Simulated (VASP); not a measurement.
A run of VASP 6.6.1 is set up as follows.

File INCAR:

```
  ALGO = Normal
  EDIFF = 1E-7
  ENCUT = 520
  GGA = PE
  ISIF = 2
  ISMEAR = -1
  LASPH = T
  LCHARG = F
  LREAL = F
  LWAVE = F
  NBANDS = 11
  NELM = 80
  PREC = Accurate
  SIGMA = 0.06122561905347299
```

File KPOINTS:

```
k-points
0
Gamma
  21 21 21
```

Contents of POSCAR:

```
Hf
1.0
    0.0000000000      2.2577679358      2.2577679358
    2.2577679358      0.0000000000      2.2577679358
    2.2577679358      2.2577679358      0.0000000000
Hf
1
Direct
    0.0000000000      0.0000000000      0.0000000000
```

Potentials or basis: VASP PAW PBE potentials, release 64 (Hf_pv).

Launch:

```bash
$ cat potpaw_PBE.64/Hf_pv/POTCAR > POTCAR
$ mpirun -np 1 vasp_std > vasp.out
```

(1) Estimate the pressure.

(2) What does it give for the band gap on the k mesh?

Results:

(1) -2.4 GPa.

(2) zero (band 5 reaches 5.93 eV, above the bottom of band 6 at 4.04 eV).

Caveat: spin-orbit coupling is left out, which moves the levels of the heavy elements.
